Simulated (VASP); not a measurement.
Here is a VASP 6.6.1 calculation.

Contents of INCAR:

```
PREC = Accurate
ENCUT = 520
EDIFF = 1E-6
ISMEAR = 0
SIGMA = 0.1
LREAL = F
LASPH = T
NELM = 150
ALGO = Normal
ISIF = 2
LWAVE = F
LCHARG = T
ISPIN = 2
MAGMOM = 1 1 1 1 0 0
LORBIT = 11
LMAXMIX = 4
GGA = PE
LELF = T
LVHAR = T
NBANDS = 43
```

KPOINTS

```
Automatic mesh
0
Gamma
  6 6 1
```

POSCAR

```
Zr2S
1.0
    3.3130968479      0.0000000000      0.0000000000
   -1.6565484240      2.8692260355      0.0000000000
    0.0000000000      0.0000000000     22.3272568083
Zr S
4 2
Direct
    0.3333333333      0.6666666667      0.2826147424
    0.6666666667      0.3333333333      0.5590911440
    0.3333333333      0.6666666667      0.4409088560
    0.6666666667      0.3333333333      0.7173852576
    0.3333333333      0.6666666667      0.6396983662
    0.6666666667      0.3333333333      0.3603016338
```

Potentials or basis: VASP PAW PBE potentials, release 64 (Zr_sv, S).

Run with:

```sh
$ cat potpaw_PBE.64/Zr_sv/POTCAR potpaw_PBE.64/S/POTCAR > POTCAR
$ mpirun -np 1 vasp_std > vasp.out
```

Question: What does it give for the largest force?

Answer: 0.057 eV/Å.

Question: Estimate the net moment.

Answer: 1.78 μB per cell.

Forces in eV/Å, atoms in the order of the input:
```
Zr   0.000  0.000 -0.057
Zr   0.000  0.000 -0.040
Zr   0.000  0.000  0.040
Zr   0.000  0.000  0.057
S    0.000  0.000  0.008
S    0.000  0.000 -0.008
```

Caveat: the k points lie up to 0.36 Å⁻¹ apart.
